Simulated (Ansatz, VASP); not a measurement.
One calculation of Cd, two programs

File POSCAR:

```
Cd
1.0
    1.6080291515      0.9283960635      2.4492874100
   -1.6080291515      0.9283960635      2.4492874100
    0.0000000000     -1.8567921270      2.4492874100
Cd
1
Direct
    0.0000000000      0.0000000000      0.0000000000
```

The input INCAR.step1:

```
ALGO     = Normal         # electronic algorithm
EDIFF    = 1E-4           # SCF threshold, eV
ENCUT    = 600            # plane-wave cutoff, eV
GGA      = PE             # functional
ISMEAR   = 1              # smearing method
ISPIN    = 2              # spin polarisation
LASPH    = True           # aspherical terms in the spheres
LCHARG   = False          # write CHGCAR
LREAL    = False          # projectors in reciprocal space
LWAVE    = True           # write WAVECAR
MAGMOM   = 0.01           # initial moments
NELM     = 150            # most SCF steps
PREC     = Accurate       # precision mode
SIGMA    = 0.001          # smearing width, eV
```

File INCAR.step2:

```
ALGO     = Normal         # electronic algorithm
EDIFF    = 1E-6           # SCF threshold, eV
EDIFFG   = -0.005         # ionic threshold
ENCUT    = 600            # plane-wave cutoff, eV
IBRION   = 2              # ionic algorithm
ISIF     = 3              # what is computed and relaxed
ISMEAR   = 1              # smearing method
ISPIN    = 2              # spin polarisation
ISTART   = 1            
IVDW     = 13             # dispersion correction
LASPH    = True           # aspherical terms in the spheres
LCHARG   = False          # write CHGCAR
LMIXTAU  = True         
LORBIT   = 11             # projections on sites
LREAL    = False          # projectors in reciprocal space
LWAVE    = False          # write WAVECAR
MAGMOM   = 0.01           # initial moments
METAGGA  = R2SCAN         # meta-GGA
NELM     = 150            # most SCF steps
NSW      = 80             # ionic steps
PREC     = Accurate       # precision mode
SIGMA    = 0.001          # smearing width, eV
VDW_A1   = 0.51559235   
VDW_A2   = 5.77342911   
VDW_S6   = 1.0          
VDW_S8   = 0.6018749
```

File KPOINTS:

```
k-points
0
Gamma
  10 10 10
```

File input.yaml:

```yaml
crystal:
  lattice:
    - [1.6080291515, 0.9283960635, 2.44928741]
    - [-1.6080291515, 0.9283960635, 2.44928741]
    - [0.0, -1.856792127, 2.44928741]
  atoms:
    - { symbol: Cd, position: [0.0, 0.0, 0.0], spin: 0.01 }
kpoints:
  mp_grid: { grid: [10, 10, 10] }
scf:
  occupations: { method: cold, width: 0.001 }
hamiltonian:
  xc: r2scan
  dispersion: d4
  pseudopotentials: { kind: all_electron, datasets: crystal }
magnetization:
  spin_polarized: true
output:
  forces: true
  stress: true
relax:
  f_tol: 0.005
  max_steps: 60
  cell: {}
```

Alike in both runs: task relaxation of cell and atoms; functional r2SCAN; dispersion D4; k mesh 10 × 10 × 10; collinear spin.

|  | VASP | Ansatz |
| --- | --- | --- |
| version | VASP 6.6.1 | Ansatz 0.2.0 |
| potentials or method | VASP PAW PBE potentials, release 64 (Cd), cutoff 600 eV | all-electron PAW datasets made for the crystal |
| occupations | methfessel-paxton of order 1, width 0.001 eV | cold, width 0.001 eV |

```tsv
	VASP	Ansatz	Ansatz less VASP
net moment per atom (μB)	0.00	0.00	0.000
relaxed volume (Å³/atom)	21.50	21.44	-0.063
relaxed cell length with the largest relative difference (Å)	3.044	3.040	-0.0034
```

VASP's potentials were made for PBE, not for r2SCAN. Ansatz ran all-electron here, and VASP with PAW potentials.
